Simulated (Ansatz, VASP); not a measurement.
**Two plane-wave programs on Ge2N**

File INCAR:

```
SYSTEM = Ge2N
PREC = Accurate ; ENCUT = 520
EDIFF = 1E-6 ; ISMEAR = 0
SIGMA = 0.1 ; LREAL = .False.
LASPH = .True. ; NELM = 80
ALGO = Normal ; ISIF = 2
LWAVE = .False. ; LCHARG = .True.
GGA = PE ; LELF = .True.
LVHAR = .True. ; NBANDS = 24
```

KPOINTS

```
Automatic mesh
0
Gamma
  6 6 6
  0 0 0
```

File POSCAR:

```
Ge2N
1.0
    1.5583398300      0.8997079200      5.3487770000
   -1.5583398300      0.8997079200      5.3487770000
    0.0000000000     -1.7994158400      5.3487770000
Ge N
2 1
Direct
    0.2598655200      0.2598655200      0.2598655200
    0.7401344800      0.7401344800      0.7401344800
    0.0000000000      0.0000000000      0.0000000000
```

Input for Ansatz:

```yaml
crystal:
  lattice:
    - [1.55833983, 0.89970792, 5.348777]
    - [-1.55833983, 0.89970792, 5.348777]
    - [0.0, -1.79941584, 5.348777]
  atoms:
    - { symbol: Ge, position: [0.25986552, 0.25986552, 0.25986552] }
    - { symbol: Ge, position: [0.74013448, 0.74013448, 0.74013448] }
    - { symbol: "N", position: [0.0, 0.0, 0.0] }
basis:
  ecutwfc: 420
kpoints:
  mp_grid: { grid: [6, 6, 6] }
hamiltonian:
  xc: pbe
scf:
  occupations: { method: gaussian, width: 0.1 }
  lower_state_search: "off"
output:
  forces: true
  stress: true
  eigenvalues: true
```

Change from the starting cell: species swapped into the NiCl2 type (R-3m, No. 166).

Alike in both runs: task single point; functional PBE; k mesh 6 × 6 × 6; occupations gaussian, width 0.1 eV; no spin polarisation.

|  | VASP | Ansatz |
| --- | --- | --- |
| version | VASP 6.6.1 | Ansatz 0.2.0 |
| potentials or method | VASP PAW PBE potentials, release 64 (Ge_d, N), cutoff 520 eV | scalar-relativistic, plane waves, PAW |
| valence electrons in the cell | 33 | 33 |

|  | VASP | Ansatz | Ansatz less VASP |
| --- | --- | --- | --- |
| gap on the k mesh at the Fermi level (eV) | none | none | - |
| pressure (GPa) | 12.1 | 11.8 | -0.24 |
| traceless stress, the component that is largest in VASP (GPa) | 11.61 | 11.62 | +0.004 |
| rms of the force components (eV/Å) | 1.363 | 1.342 | -0.0208 |

Atom by atom the forces differ by 0.021 eV/Å (rms over components). A gap of «none» marks a metal or a gap that the smearing closes.

The k mesh is coarse, so the values compare programs but aren't converged.
